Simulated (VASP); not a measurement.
Wanted: the native input for a VASP 6.6.1 run.

| Item | Value |
| --- | --- |
| Task | single point |
| Functional | PBEsol |
| Potentials or basis | VASP PAW PBE potentials, release 64 (Sn_d, O) |
| Cutoff | 520 eV |
| k mesh | 8 × 8 × 8 |
| Occupations | gaussian, width 0.01 eV |
| Spin | no spin polarisation |
| Dipole correction | no |
| Further INCAR settings | ALGO = Normal; EDIFF = 1e-07; NBANDS = 35 |

The structure of SnO2 lies in POSCAR:

```
SnO2
1.0
   -2.0000690000      2.0000690000      5.1236790000
    2.0000690000     -2.0000690000      5.1236790000
    2.0000690000      2.0000690000     -5.1236790000
Sn O
2 4
Direct
    0.7500000000      0.2500000000      0.5000000000
    0.0000000000      0.0000000000      0.0000000000
    0.7965230000      0.7965230000      0.0000000000
    0.9534770000      0.4534770000      0.5000000000
    0.2034770000      0.2034770000      0.0000000000
    0.5465230000      0.0465230000      0.5000000000
```

The input as run:

INCAR

```
PREC = Accurate ; ENCUT = 520
EDIFF = 1E-7 ; ISMEAR = 0
SIGMA = 0.01 ; LREAL = F
LASPH = T ; NELM = 100
ALGO = Normal ; ISIF = 2
LWAVE = F ; LCHARG = F
GGA = PS ; NBANDS = 35
```

KPOINTS

```
regular mesh
0
Gamma
  8 8 8
```

Potentials or basis: VASP PAW PBE potentials, release 64 (Sn_d, O).

Command:

```bash
$ cat potpaw_PBE.64/Sn_d/POTCAR potpaw_PBE.64/O/POTCAR > POTCAR
$ mpirun -np 1 vasp_std > vasp.out
```

It gave:

The pressure is 1.2 GPa. The largest force is 0.056 eV/Å and the band gap on the k mesh is 1.56 eV (least direct gap 1.94 eV).

Caveat: the PAW data sets were made with another functional, which shifts forces and pressure a little; spin-orbit coupling is left out, which moves the levels of the heavy elements.

Run time: 8.3 min on 1 thread of Intel Xeon 8259CL, on a shared host, peak memory 0.4 GiB.
